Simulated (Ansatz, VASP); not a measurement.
One calculation of EuS, two programs

The input INCAR:

```
PREC = Accurate
ENCUT = 600
EDIFF = 1E-6
ISMEAR = -1
SIGMA = 0.05
LREAL = False
LASPH = True
NELM = 200
ALGO = Normal
ISIF = 2
LWAVE = False
LCHARG = False
ISPIN = 2
MAGMOM = 7 0
LORBIT = 11
LMAXMIX = 6
GGA = PS
IVDW = 12
NBANDS = 22
GGA_COMPAT = False
```

File KPOINTS:

```
Automatic mesh
0
Gamma
  8 8 8
```

File POSCAR:

```
EuS
1.0
    0.0000000000      2.9785000000      2.9785000000
    2.9785000000      0.0000000000      2.9785000000
    2.9785000000      2.9785000000      0.0000000000
Eu S
1 1
Direct
    0.0000000000      0.0000000000      0.0000000000
    0.5000000000      0.5000000000      0.5000000000
```

input.yaml

```yaml
crystal:
  lattice:
    - [0.0, 2.9785, 2.9785]
    - [2.9785, 0.0, 2.9785]
    - [2.9785, 2.9785, 0.0]
  atoms:
    - { symbol: Eu, position: [0.0, 0.0, 0.0], spin: 7.0 }
    - { symbol: S, position: [0.5, 0.5, 0.5] }
hamiltonian:
  xc: pbesol
  pseudopotentials: { kind: paw }
  dispersion: d3bj
magnetization:
  spin_polarized: true
kpoints:
  mp_grid: { grid: [8, 8, 8] }
scf:
  occupations: { method: fermi_dirac, width: 0.05 }
output:
  forces: true
  stress: true
  eigenvalues: true
  write_density: true
  write_potential: true
  elf: true
  volumetric_format: npy
```

Alike in both runs: task single point; functional PBEsol; dispersion D3(BJ); k mesh 8 × 8 × 8; occupations fermi-dirac, width 0.05 eV; collinear spin.

|  | VASP | Ansatz |
| --- | --- | --- |
| version | VASP 6.6.1 | Ansatz 0.2.0 |
| potentials or method | VASP PAW PBE potentials, release 64 (Eu, S) | Ansatz PAW |
| plane-wave cutoff (eV) | 600 | 420 |
| valence electrons in the cell | 23 | 23 |

Ansatz gave:

| Quantity | Value |
| --- | --- |
| gap on the k mesh at the Fermi level (eV) | none |
| pressure (GPa) | -7.6 |
| net moment per atom (μB) | 3.49 |
| size of the moment on the site where the two differ most (μB) | 6.75 |

Problem. Estimate VASP's values.

Solution. gap on the k mesh at the Fermi level (eV): none; pressure (GPa): -7.9; net moment per atom (μB): 3.49; size of the moment on the site where the two differ most (μB): 6.59.

VASP's potentials were made for PBE, not for PBEsol. Site moments also hang on the region over which each program counts them. A gap of «none» marks a metal or a gap that the smearing closes.

Neither program's run includes spin-orbit coupling.
